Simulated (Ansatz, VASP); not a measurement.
# RbBr in VASP and in Ansatz

```
CELL_PARAMETERS angstrom
0.00000 3.42222 3.42222
3.42222 0.00000 3.42222
3.42222 3.42222 0.00000
ATOMIC_POSITIONS crystal
Rb 0.00000 0.00000 0.00000
Br 0.50000 0.50000 0.50000
```

Alike in both runs: functional PBEsol; k mesh 6 × 6 × 6; no spin polarisation.

Ansatz relaxed the structure, and its values are those at the end. VASP's run is a single point on that final structure, the one shown.

```csv
,VASP,Ansatz
version,VASP 6.6.1,Ansatz 0.2.0
potentials or method,"VASP PAW PBE potentials, release 64 (Rb_sv, Br), cutoff 520 eV","scalar-relativistic, plane waves, PAW"
occupations,"gaussian, width 0.01 eV",fixed
valence electrons in the cell,16,16
```

```csv
,VASP,Ansatz,Ansatz less VASP
gap on the k mesh at the Fermi level (eV),4.22,4.22,+0.003
least direct gap on the mesh (eV),4.22,4.22,+0.003
pressure (GPa),0.0,0.0,-0.03
```

VASP's potentials were made for PBE, not for PBEsol.
